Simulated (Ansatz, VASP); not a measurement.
# One calculation of Na, two programs

```
CELL_PARAMETERS angstrom
3.19665 -1.85655 0.00000
3.19665 1.85655 0.00000
-2.17445 0.00000 9.36485
ATOMIC_POSITIONS crystal
Na 0.00000 0.00000 0.00000
Na 0.22242 0.22242 0.66668
Na 0.77758 0.77758 0.33332
```

Alike in both runs: task single point; functional PBE; k mesh 4 × 4 × 2; occupations gaussian, width 0.1 eV; no spin polarisation.

|  | VASP | Ansatz |
| --- | --- | --- |
| version | VASP 6.6.1 | Ansatz 0.2.0 |
| potentials or method | VASP PAW PBE potentials, release 64 (Na_pv), cutoff 520 eV | scalar-relativistic, plane waves, PAW |
| valence electrons in the cell | 21 | 27 |

```csv
,VASP,Ansatz,Ansatz less VASP
gap on the k mesh at the Fermi level (eV),none,none,-
pressure (GPa),0.1,0.1,0.00
"traceless stress, the component that is largest in VASP (GPa)",0.64,0.64,0.000
```

A gap of «none» marks a metal or a gap that the smearing closes. With one functional, cell and mesh, what is left measures potentials, basis and numerics. VASP's potentials hold 21 valence electrons a cell and Ansatz's 27, so a difference there can come from the potentials and not from the codes.

The k mesh is coarse, so the values compare programs but aren't converged.
